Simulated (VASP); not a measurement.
Input of a VASP 6.6.1 run:

The input INCAR:

```
ALGO = Normal ; EDIFF = 1E-7
ENCUT = 520 ; GGA = PS
ISIF = 2 ; ISMEAR = 0
LASPH = T ; LCHARG = F
LREAL = F ; LWAVE = F
NBANDS = 18 ; NELM = 60
PREC = Accurate ; SIGMA = 0.1
```

File KPOINTS:

```
k-points
0
Gamma
  12 12 4
```

The input POSCAR:

```
Cu
1.0
    2.5232603359      0.0000000000      0.0000000000
   -1.2616301679      2.1852075513      0.0000000000
    0.0000000000      0.0000000000      4.1116910574
Cu
2
Direct
    0.3333333333      0.6666666667      0.2500000000
    0.6666666667      0.3333333333      0.7500000000
```

Potentials or basis: VASP PAW PBE potentials, release 64 (Cu).

The run is started by

```bash
$ cat potpaw_PBE.64/Cu/POTCAR > POTCAR
$ mpirun -np 1 vasp_std > vasp.out
```

(1) What does it give for the pressure?

(2) What does it give for the band gap on the k mesh?

Answers

(1) 0.4 GPa.

(2) zero (band 11 reaches 12.02 eV, above the bottom of band 12 at 5.89 eV).

Caveat: the k points lie up to 0.38 Å⁻¹ apart; the PAW data sets were made with another functional, which shifts forces and pressure a little.
